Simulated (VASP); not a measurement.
# TaAgC (P4/mmm) in VASP: single point with PBE

Aim: the single point of TaAgC with PBE.

Program: VASP 6.6.1. These are calculated values, not measurements. Logs are shortened: lines on timing, memory, paths and dates and some standing lists are left out, and cuts for length are marked.

### 1 The cell of the first run

Symmetry: P4/mmm, No. 123, tetragonal system. Conventional cell: a = 3.023 Å, b = 3.023 Å, c = 5.700 Å, α = 90.00°, β = 90.00°, γ = 90.00°. Within 2.9 Å of Ta (site symmetry 4/mmm) lie 4 C at 2.14 Å and 2 Ag at 2.85 Å. Ag (site symmetry 4/mmm) has 2 Ta at 2.85 Å and 4 Ag at 3.02 Å and 8 C at 3.56 Å within 3.8 Å. Within 2.8 Å of C (site symmetry 4/mmm) lie 4 Ta at 2.14 Å.

The cell was generated, and may not be a known phase.

### 2 Single point, PBE

INCAR reads:

```
  PREC = Accurate
  ENCUT = 700
  EDIFF = 1E-6
  ISMEAR = 0
  SIGMA = 0.1
  LREAL = F
  LASPH = T
  NELM = 120
  ALGO = Normal
  ISIF = 2
  LWAVE = F
  LCHARG = F
  GGA = PE
  NBANDS = 25
  GGA_COMPAT = F
```

KPOINTS reads:

```
regular mesh
0
Gamma
  16 16 8
```

POSCAR reads:

```
TaAgC
1.0
    3.0229279323      0.0000000000      0.0000000000
    0.0000000000      3.0229279323      0.0000000000
    0.0000000000      0.0000000000      5.6998691364
Ta Ag C
1 1 1
Direct
    0.5000000000      0.5000000000      0.5000000000
    0.5000000000      0.5000000000      0.0000000000
    0.0000000000      0.0000000000      0.5000000000
```

Potentials or basis: VASP PAW PBE potentials, release 64 (Ta_sv_GW, Ag_sv_GW, C).

The run is started by

```sh
$ cat potpaw_PBE.64/Ta_sv_GW/POTCAR potpaw_PBE.64/Ag_sv_GW/POTCAR potpaw_PBE.64/C/POTCAR > POTCAR
$ mpirun -np 1 vasp_std > vasp.out
```

OUTCAR:

```text
PREC = Accurate
   ENCUT = 700
   EDIFF = 1E-6
   ISMEAR = 0
   LREAL = F
   LASPH = T
   NELM = 120
   ISIF = 2
   GGA = PE

 ion  position               nearest neighbor table
   1  0.500  0.500  0.500-   3 2.14   3 2.14   3 2.14   3 2.14   2 2.85   2 2.85
   2  0.500  0.500  0.000-   1 2.85   1 2.85
   3  0.000  0.000  0.500-   1 2.14   1 2.14   1 2.14   1 2.14

  LATTYP: Found a simple tetragonal cell.
 ALAT       =     3.0229279323
 C/A-ratio  =     1.8855458231

  Lattice vectors:

 A1 = (   3.0229279323,   0.0000000000,   0.0000000000)
 A2 = (   0.0000000000,   3.0229279323,   0.0000000000)
 A3 = (   0.0000000000,   0.0000000000,   5.6998691364)

Analysis of symmetry for initial positions (statically):
=====================================================================
 Subroutine PRICEL returns:
 Original cell was already a primitive cell.

 Routine SETGRP: Setting up the symmetry group for a
 simple tetragonal supercell.

 Subroutine GETGRP returns: Found 16 space group operations
 (whereof 16 operations were pure point group operations)
 out of a pool of 16 trial point group operations.

The static configuration has the point symmetry D_4h.

Analysis of symmetry for dynamics (positions and initial velocities):
=====================================================================
 Subroutine PRICEL returns:
 Original cell was already a primitive cell.

 Routine SETGRP: Setting up the symmetry group for a
 simple tetragonal supercell.

 Subroutine GETGRP returns: Found 16 space group operations
 (whereof 16 operations were pure point group operations)
 out of a pool of 16 trial point group operations.

The dynamic configuration has the point symmetry D_4h.

 Subroutine INISYM returns: Found 16 space group operations
 (whereof 16 operations are pure point group operations),
 and found     1 'primitive' translations

----------------------------------------------------------------------------------------

                                     Primitive cell

  volume of cell :      52.0859

  direct lattice vectors                    reciprocal lattice vectors
     3.022927932  0.000000000  0.000000000     0.330805108  0.000000000  0.000000000
     0.000000000  3.022927932  0.000000000     0.000000000  0.330805108  0.000000000
     0.000000000  0.000000000  5.699869136     0.000000000  0.000000000  0.175442624

  length of vectors
[... 83 lines left out ...]
   NELM   =    120;   NELMIN=  2; NELMDL= -5     # of ELM steps
   EDIFF  = 0.1E-05   stopping-criterion for ELM
   LREAL  =      F    real-space projection
   EDIFFG = 0.1E-04   stopping-criterion for IOM
   NSW    =      0    number of steps for IOM
   IBRION =     -1    ionic relax: 0-MD 1-quasi-New 2-CG
   NFREE  =      0    steps in history (QN), initial steepest desc. (CG)
   ISIF   =      2    stress and relaxation
   ISYM   =      2    0-nonsym 1-usesym 2-fastsym
   POTIM  = 0.5000    time-step for ionic-motion
   TEBEG  =    0.0;   TEEND  =   0.0 temperature during run
   PSTRESS=    0.0 pullay stress
   NELECT =      36.0000    total number of electrons
   NUPDOWN=      -1.0000    fix difference up-down
   EMIN   =  10.00;   EMAX   =-10.00  energy-range for DOS
   EFERMI =   0.00;   METHOD = LEGACY
   ISMEAR =     0;   SIGMA  =   0.10  broadening in eV -4-tet -1-fermi 0-gaus
   EFERMI_NEDOS =   21; number of points for ismear=-14 and -15
   IALGO  =     38    algorithm
   IMIX   =      4    mixing-type and parameters
     AMIX     =   0.40;   BMIX     =  1.00
     AMIX_MAG =   1.60;   BMIX_MAG =  1.00
  volume/ion in A,a.u.               =      17.36       117.16
  Fermi-wavevector in a.u.,A,eV,Ry     =   1.447445  2.735275 28.505539  2.095098
  Thomas-Fermi vector in A             =   2.565399
   LORBIT       =      0    0 simple, 1 ext, 2 COOP (PROOUT), +10 PAW based schemes
   GGA     = PE    functional components
   LHFCALC =     F    Hartree Fock is set to
   AEXX    =    0.0000 exact exchange contribution
   IVDW    =     0    specifies the selected vdW correction
   LEPSILON=     F    determine dielectric tensor
   LRPA    =     F    only Hartree local field effects (RPA)
 non-spin polarized calculation
 Gauss-broadening in eV      SIGMA  =   0.10
  energy-cutoff  :      700.00
  volume of cell :       52.09
 maximum number of plane-waves:      2232
 NGX is ok and might be reduce to    28
   NGX = 13   NGY = 13   NGZ = 25

 number of electron      36.0000007 magnetization

 Free energy of the ion-electron system (eV)
  ---------------------------------------------------
  ext. energy  EPLUGINS =         0.00000000
  ---------------------------------------------------
  free energy    TOTEN  =       -23.01852149 eV

  energy without entropy =      -23.01214417  energy(sigma->0) =      -23.01533283

 E-fermi :   6.2192     XC(G=0): -11.2768

 val. band max:        6.2181993345   @ k =   0.3125   0.3125   0.5000
 cond. band min:       6.2225358291   @ k =   0.3750   0.2500   0.5000
 fundamental gap:      0.0043364946
 Fermi energy:         6.2191740785

 k-point     1 :       0.0000    0.0000    0.0000
  band No.  band energies     occupation
      1     -85.4236      2.00000
      2     -61.8757      2.00000
      3     -49.0086      2.00000
      4     -48.8149      2.00000
      5     -48.8149      2.00000
      6     -28.4694      2.00000
[... 661 lines left out ...]
     24      12.7598      0.00000
     25      16.3238      0.00000

 [... further k-points ...]

------------------------ aborting loop because EDIFF is reached ----------------------------------------

  FORCE on cell =-STRESS in cart. coord.  units (eV):
  Direction    XX          YY          ZZ          XY          YZ          ZX
  --------------------------------------------------------------------------------------
  -------------------------------------------------------------------------------------
  Total       -0.0049276     -0.0049276     -0.0542997      0.0000000      0.0000000     -0.0000000
  in kB       -0.1515732     -0.1515732     -1.6702734      0.0000000      0.0000000     -0.0000000
  external PRESSURE =      -0.6578066 kB  Pullay stress =       0.0000000 kB

 VOLUME and BASIS-vectors are now :
 -----------------------------------------------------------------------------
  energy-cutoff  :      700.00
  volume of cell :       52.09
      direct lattice vectors                 reciprocal lattice vectors
     3.022927932  0.000000000  0.000000000     0.330805108  0.000000000  0.000000000
     0.000000000  3.022927932  0.000000000     0.000000000  0.330805108  0.000000000
     0.000000000  0.000000000  5.699869136     0.000000000  0.000000000  0.175442624

 POSITION                                       TOTAL-FORCE (eV/Angst)
 -----------------------------------------------------------------------------------
      1.51146      1.51146      2.84993         0.000000      0.000000      0.000000
      1.51146      1.51146      0.00000         0.000000      0.000000      0.000000
      0.00000      0.00000      2.84993         0.000000      0.000000      0.000000
 -----------------------------------------------------------------------------------
    total drift:                                0.000000      0.000000      0.000000

  FREE ENERGIE OF THE ION-ELECTRON SYSTEM (eV)
  ---------------------------------------------------
  free  energy   TOTEN  =       -23.0185214865 eV

  energy  without entropy=      -23.0121441675  energy(sigma->0) =      -23.01533283
```

stdout:

```text
POSCAR found type information on POSCAR TaAgC
 POSCAR found :  3 types and       3 ions
 scaLAPACK will be used
 LDA part: xc-table for (Slater+PW92), standard interpolation
 POSCAR, INCAR and KPOINTS ok, starting setup
 FFT: planning ... GRIDC
 FFT: planning ... GRID_SOFT
 FFT: planning ... GRID
 WAVECAR not read
 entering main loop
```

Wall time 5.2 min (1 thread of Intel Xeon 6975P-C (Granite Rapids), shared host); peak memory 0.67 GiB.

Results:

- Free energy: -23.0185 eV
- Pressure: -0.1 GPa
- Band gap on the k mesh: zero (bands 18 and 19 overlap by 1.19 eV)

Stress tensor (GPa, compression positive):
```
-0.02  0.00  0.00
 0.00 -0.02  0.00
 0.00  0.00 -0.17
```

Levels at points of the mesh, in eV from the Fermi level:
```
           k point  band 14  band 15  band 16  band 17  band 18  band 19  band 20  band 21  band 22  band 23
(0.00, 0.00, 0.00)    -3.66    -3.11    -2.95    -2.33     0.47     0.47     2.60     2.60     2.99     4.27
(0.50, 0.00, 0.00)    -4.19    -3.60    -3.57    -2.69    -0.33     1.19     3.07     3.11     4.66     5.61
(0.50, 0.50, 0.00)    -2.65    -1.83    -1.83    -0.25    -0.02    -0.02     1.58     4.51     4.51     5.84
(0.00, 0.00, 0.50)    -3.61    -3.11    -2.37    -1.86     0.44     0.50     0.50     2.32     2.32     2.99
(0.50, 0.00, 0.50)    -4.15    -3.95    -3.63    -3.52    -0.48     0.78     2.59     2.90     4.80     5.54
(0.50, 0.50, 0.50)    -2.65    -1.57    -1.57    -0.91    -0.91    -0.13     0.64     5.26     5.78     5.78
```

Caveat: spin-orbit coupling is left out, which moves the levels of the heavy elements.
